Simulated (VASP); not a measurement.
A run of VASP 6.6.1 is set up as follows.

The input POSCAR:

```
HfB
1.0
    0.0000000000      2.3100000000      2.3100000000
    2.3100000000      0.0000000000      2.3100000000
    2.3100000000      2.3100000000      0.0000000000
Hf B
1 1
Direct
    0.5000000000      0.5000000000      0.5000000000
    0.0000000000      0.0000000000      0.0000000000
```

The input INCAR.step1:

```
ALGO = Normal
EDIFF = 1E-5
ENCUT = 520
GGA = PE
ISIF = 2
ISMEAR = -1
LASPH = True
LCHARG = False
LREAL = False
LWAVE = True
NBANDS = 14
NELM = 60
PREC = Accurate
SIGMA = 0.05
```

File INCAR.step2:

```
ALGO = Normal
EDIFF = 1E-6
ENCUT = 520
GGA = PE
HFSCREEN = 0.2079
ISIF = 2
ISMEAR = -1
ISTART = 1
LASPH = True
LCHARG = False
LHFCALC = True
LREAL = False
LWAVE = False
NBANDS = 14
NELM = 60
PREC = Accurate
PRECFOCK = Normal
SIGMA = 0.05
```

File KPOINTS:

```
k-points
0
Gamma
  8 8 8
```

Potentials or basis: VASP PAW PBE potentials, release 64 (Hf_pv, B).

The run is started by

```sh
$ cat potpaw_PBE.64/Hf_pv/POTCAR potpaw_PBE.64/B/POTCAR > POTCAR
$ cp INCAR.step1 INCAR
$ mpirun -np 1 vasp_std > vasp.out
$ cp INCAR.step2 INCAR
$ mpirun -np 1 vasp_std > vasp.out
```

Predict the pressure.

28.2 GPa.

Caveat: the PAW data sets were made with another functional, which shifts forces and pressure a little.
